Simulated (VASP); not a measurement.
# Si16O (a cell with a defect) in VASP: further runs, part 2 of 2

VASP 6.6.1. Earlier steps stand in the parts before.

## 4. Single point, LDA, collinear spin, ferromagnetic start

File INCAR:

```
PREC = Accurate
ENCUT = 520
EDIFF = 1E-6
ISMEAR = -1
SIGMA = 0.002
LREAL = Auto
LASPH = T
NELM = 150
ALGO = Normal
ISIF = 2
LWAVE = F
LCHARG = F
ISPIN = 2
MAGMOM = 0 0 0 0 0 0 0 0 0 0 0 0 0 0 0 0 1
LORBIT = 11
GGA = CA
NBANDS = 53
```

File KPOINTS:

```
Automatic mesh
0
Gamma
  2 2 2
```

File POSCAR:

```
Si16O
1.0
    0.0000000000      5.4300000000      5.4300000000
    5.4300000000      0.0000000000      5.4300000000
    5.4300000000      5.4300000000      0.0000000000
Si O
16 1
Direct
    0.0142909761      0.0130939227      0.0070534070
    0.0983241252      0.1316942910      0.1829281768
   -0.0308379374      0.0091436464      0.5278913444
    0.1309760589      0.1669981584      0.6061141805
   -0.0024861878      0.4991528545      0.0232044199
    0.1229189687      0.6145211786      0.1445948435
   -0.0093830571      0.5171546961      0.5371546961
    0.1337569061      0.6307918969      0.6644567219
    0.4606445672     -0.0259668508      0.0695395948
    0.6464732965      0.1334162063      0.1078729282
    0.4891528545     -0.0144935543      0.4530570902
    0.6174953959      0.1089502762      0.5864640884
    0.4724033149      0.5124217311      0.0415561694
    0.6246961326      0.6148250460      0.1546224678
    0.5297697974      0.4671915285      0.5202854512
    0.6020810313      0.6203314917      0.6544014733
    0.5687569061      0.9585543278      0.8324769797
```

Potentials or basis: VASP PAW LDA potentials, release 64 (Si, O).

Launch:

```bash
cat potpaw_LDA.64/Si/POTCAR potpaw_LDA.64/O/POTCAR > POTCAR
mpirun -np 1 vasp_std > vasp.out
```

OUTCAR:

```text
PREC = Accurate
   ENCUT = 520
   EDIFF = 1E-6
   ISMEAR = -1
   LREAL = Auto
   LASPH = T
   NELM = 150
   ISIF = 2
   ISPIN = 2
   LORBIT = 11
   GGA = CA

 ion  position               nearest neighbor table
   1  0.014  0.013  0.007-  10 2.31   2 2.40   6 2.50   4 2.52
   2  0.098  0.132  0.183-   3 2.17   9 2.29   5 2.32   1 2.40
   3  0.969  0.009  0.528-   2 2.17  12 2.27   8 2.40   4 2.52
   4  0.131  0.167  0.606-   7 2.22  11 2.34   1 2.52   3 2.52
   5  0.998  0.499  0.023-   8 2.26   6 2.27   2 2.32  14 2.34
   6  0.123  0.615  0.145-  13 2.20   5 2.27   7 2.47   1 2.50
   7  0.991  0.517  0.537-   4 2.22   8 2.41  16 2.45   6 2.47
   8  0.134  0.631  0.664-   5 2.26   3 2.40   7 2.41  15 2.50
   9  0.461  0.974  0.070-  17 1.62  14 2.27   2 2.29  10 2.48  12 3.04  11 3.11
  10  0.646  0.133  0.108-  11 2.22   1 2.31  13 2.41   9 2.48
  11  0.489  0.986  0.453-  10 2.22   4 2.34  16 2.36  12 2.42   9 3.11
  12  0.617  0.109  0.586-  17 1.61   3 2.27  15 2.32  11 2.42   9 3.04
  13  0.472  0.512  0.042-   6 2.20  14 2.31  10 2.41  16 2.43
  14  0.625  0.615  0.155-   9 2.27  15 2.30  13 2.31   5 2.34
  15  0.530  0.467  0.520-  16 2.28  14 2.30  12 2.32   8 2.50
  16  0.602  0.620  0.654-  15 2.28  11 2.36  13 2.43   7 2.45
  17  0.569  0.959  0.832-  12 1.61   9 1.62

  LATTYP: Found a face centered cubic cell.
 ALAT       =    10.8600000000

  Lattice vectors:

 A1 = (   0.0000000000,   5.4300000000,   5.4300000000)
 A2 = (   5.4300000000,   0.0000000000,   5.4300000000)
 A3 = (   5.4300000000,   5.4300000000,   0.0000000000)

Analysis of symmetry for initial positions (statically):
=====================================================================
 Subroutine PRICEL returns:
 Original cell was already a primitive cell.

 Routine SETGRP: Setting up the symmetry group for a
 face centered cubic supercell.

 Subroutine GETGRP returns: Found  1 space group operations
 (whereof  1 operations were pure point group operations)
 out of a pool of 48 trial point group operations.

The static configuration has the point symmetry C_1 .

Analysis of symmetry for dynamics (positions and initial velocities):
=====================================================================
 Subroutine PRICEL returns:
 Original cell was already a primitive cell.

 Routine SETGRP: Setting up the symmetry group for a
 face centered cubic supercell.

 Subroutine GETGRP returns: Found  1 space group operations
 (whereof  1 operations were pure point group operations)
 out of a pool of 48 trial point group operations.

The dynamic configuration has the point symmetry C_1 .

Analysis of structural, dynamic, and magnetic symmetry:
=====================================================================
 Subroutine PRICEL returns:
 Original cell was already a primitive cell.

 Routine SETGRP: Setting up the symmetry group for a
 face centered cubic supercell.

 Subroutine GETGRP returns: Found  1 space group operations
 (whereof  1 operations were pure point group operations)
 out of a pool of 48 trial point group operations.

The overall configuration has the point symmetry C_1 .

 Subroutine INISYM returns: Found  1 space group operations
 (whereof  1 operations are pure point group operations),
 and found     1 'primitive' translations

----------------------------------------------------------------------------------------

[... 121 lines left out ...]
   EFERMI_NEDOS =   21; number of points for ismear=-14 and -15
   IALGO  =     38    algorithm
   IMIX   =      4    mixing-type and parameters
     AMIX     =   0.40;   BMIX     =  1.00
     AMIX_MAG =   1.60;   BMIX_MAG =  1.00
  volume/ion in A,a.u.               =      18.84       127.11
  Fermi-wavevector in a.u.,A,eV,Ry     =   0.986199  1.863645 13.232857  0.972588
  Thomas-Fermi vector in A             =   2.117562
   LORBIT       =     11    0 simple, 1 ext, 2 COOP (PROOUT), +10 PAW based schemes
   GGA     = CA    functional components
   LHFCALC =     F    Hartree Fock is set to
   AEXX    =    0.0000 exact exchange contribution
   IVDW    =     0    specifies the selected vdW correction
   LEPSILON=     F    determine dielectric tensor
   LRPA    =     F    only Hartree local field effects (RPA)
 spin polarized calculation
  energy-cutoff  :      520.00
  volume of cell :      320.21
 maximum number of plane-waves:      8646
 NGX is ok and might be reduce to    60
   NGX = 29   NGY = 29   NGZ = 29

 number of electron      69.9999997 magnetization       0.0003036

 number of electron      69.9999997 magnetization      -0.0001269

 Free energy of the ion-electron system (eV)
  ---------------------------------------------------
  ext. energy  EPLUGINS =         0.00000000
  ---------------------------------------------------
  free energy    TOTEN  =      -100.24769928 eV

  energy without entropy =     -100.24769928  energy(sigma->0) =     -100.24769928

 E-fermi :   6.0253     XC(G=0):  -9.7430

 val. band max:        5.9721055742   @ k =   0.0000   0.0000   0.5000
 cond. band min:       6.2434879795   @ k =   0.0000   0.0000   0.0000
 fundamental gap:      0.2713824053
 Fermi energy:         6.0252774013

 spin component 1

 k-point     1 :       0.0000    0.0000    0.0000
  band No.  band energies     occupation
      1     -14.7392      1.00000
      2      -5.9457      1.00000
      3      -4.9181      1.00000
      4      -3.9166      1.00000
      5      -3.7563      1.00000
      6      -3.4091      1.00000
[... 389 lines left out ...]
     46       9.9550      0.00000
     47      10.1472      0.00000
 Fermi energy:         6.0252774013

 spin component 2

 k-point     1 :       0.0000    0.0000    0.0000
  band No.  band energies     occupation
      1     -14.7392      1.00000
      2      -5.9457      1.00000
      3      -4.9181      1.00000
      4      -3.9166      1.00000
      5      -3.7563      1.00000
      6      -3.4091      1.00000
[... 389 lines left out ...]
     46       9.9550      0.00000
     47      10.1472      0.00000
 [bands above 47 left out]

------------------------ aborting loop because EDIFF is reached ----------------------------------------

  FORCE on cell =-STRESS in cart. coord.  units (eV):
  Direction    XX          YY          ZZ          XY          YZ          ZX
  --------------------------------------------------------------------------------------
  -------------------------------------------------------------------------------------
  Total        3.6645310      3.8806392      5.4908323      1.7425228     -5.5939780     -6.5857567
  in kB       18.3357846     19.4170998     27.4738345      8.7188573    -27.9899327    -32.9523794
  external PRESSURE =      21.7422396 kB  Pullay stress =       0.0000000 kB

 VOLUME and BASIS-vectors are now :
 -----------------------------------------------------------------------------
  energy-cutoff  :      520.00
  volume of cell :      320.21
      direct lattice vectors                 reciprocal lattice vectors
     0.000000000  5.430000000  5.430000000    -0.092081031  0.092081031  0.092081031
     5.430000000  0.000000000  5.430000000     0.092081031 -0.092081031  0.092081031
     5.430000000  5.430000000  0.000000000     0.092081031  0.092081031 -0.092081031

 POSITION                                       TOTAL-FORCE (eV/Angst)
 -----------------------------------------------------------------------------------
      0.10940      0.11590      0.14870        -1.111179      0.138662      0.134987
      1.70840      1.52720      1.24900        -1.830680     -1.287550      0.836766
      2.91610      8.12900      5.31220         0.781256      1.872600      0.175277
      4.19800      4.00240      1.61800        -0.393474      0.871584     -2.406453
      2.83640      5.54250      8.12690         0.305456     -0.036737     -0.647008
      4.12200      1.45260      4.00430         2.801216     -0.424703     -0.047285
[... 9 lines left out ...]
      6.92180      6.82270      6.63770         0.183191      1.137539      0.709001
      9.72530      7.60870      8.29330        -0.157118     -0.417654     -1.057143
 -----------------------------------------------------------------------------------
    total drift:                                0.002815      0.006308     -0.002350

  FREE ENERGIE OF THE ION-ELECTRON SYSTEM (eV)
  ---------------------------------------------------
  free  energy   TOTEN  =      -100.2476992809 eV

  energy  without entropy=     -100.2476992809  energy(sigma->0) =     -100.24769928

 total charge

# of ion       s       p       d       tot
------------------------------------------
    1        0.753   0.901   0.000   1.654
    2        0.760   1.012   0.000   1.772
    3        0.766   0.978   0.000   1.743
    4        0.759   0.918   0.000   1.676
    5        0.748   0.999   0.000   1.746
    6        0.752   0.968   0.000   1.719
[... 9 lines left out ...]
   16        0.755   0.919   0.000   1.674
   17        1.564   3.651   0.000   5.215
--------------------------------------------------
tot         13.655  18.981   0.000  32.636

 magnetization (x)

# of ion       s       p       d       tot
------------------------------------------
    1        0.000   0.000   0.000   0.000
    2       -0.000   0.000   0.000  -0.000
    3       -0.000  -0.000   0.000  -0.000
    4        0.000   0.000   0.000   0.000
    5        0.000   0.000   0.000   0.000
    6        0.000  -0.000   0.000  -0.000
[... 9 lines left out ...]
   16        0.000   0.000   0.000   0.000
   17        0.000   0.000   0.000   0.000
--------------------------------------------------
tot         -0.000   0.000   0.000   0.000
```

Run time: 7.8 min. Hardware: 1 thread of Oxide Virtual Turin-like, shared host; peak memory 0.45 GiB.

Results:

```
Free energy                                           : -100.2477 eV
Pressure                                              : 2.2 GPa
Largest force                                         : 2.834 eV/Å
Band gap on the k mesh                                : 0.27 eV
Net moment                                            : 0.00 μB per cell
Valence electrons inside the program's atomic spheres : Si 1.65, 1.77, 1.74, 1.68, 1.75, 1.72, 1.69, 1.71, 1.73, 1.67; O 5.21
```

Forces in eV/Å, atoms in the order of the input:
```
Si  -1.111  0.139  0.135
Si  -1.831 -1.288  0.837
Si   0.781  1.873  0.175
Si  -0.393  0.872 -2.406
Si   0.305 -0.037 -0.647
Si   2.801 -0.425 -0.047
Si   0.393 -1.298  0.856
Si  -1.368 -0.818  0.666
Si   1.060  1.250  1.444
Si  -0.535 -1.643  0.000
Si   1.314  1.137 -0.135
Si  -0.440 -0.827  0.298
Si  -2.114  0.542  0.836
Si   0.395  0.620 -0.432
Si   0.715 -0.817 -1.232
Si   0.183  1.138  0.709
O   -0.157 -0.418 -1.057
```

Caveat: the k points lie up to 0.50 Å⁻¹ apart.
